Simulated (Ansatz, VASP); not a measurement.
**SnO2: VASP beside Ansatz**

```xyz
6
Lattice="4.7606 0.0000 0.0000 0.0000 4.7606 0.0000 0.0000 0.0000 3.2001" Properties=species:S:1:pos:R:3 pbc="T T T"
Sn    2.3803    2.3803    1.6000
Sn    0.0000    0.0000    0.0000
O     0.9241    3.8364    1.6000
O     3.8364    0.9241    1.6000
O     1.4562    1.4562    0.0000
O     3.3044    3.3044    0.0000
```

Alike in both runs: task single point; functional PBE; k mesh 6 × 6 × 8; occupations fermi-dirac, width 0.02 eV; no spin polarisation.

```csv
,VASP,Ansatz
version,VASP 6.6.1,Ansatz 0.2.0
potentials or method,"VASP PAW PBE potentials, release 64 (Sn_d, O)","plane waves, PAW"
plane-wave cutoff (eV),520,420
valence electrons in the cell,52,52
```

VASP gave:

| Property | Result |
| --- | --- |
| gap on the k mesh at the Fermi level (eV) | 1.09 |
| pressure (GPa) | 8.4 |
| traceless stress, the component that is largest in VASP (GPa) | 1.33 |
| rms of the force components (eV/Å) | 0.022 |

Question: Estimate Ansatz's values.

Answer: gap on the k mesh at the Fermi level (eV): 1.10; pressure (GPa): 7.7; traceless stress, the component that is largest in VASP (GPa): 1.12; rms of the force components (eV/Å): 0.015.

Atom by atom the forces differ by 0.008 eV/Å (rms over components).
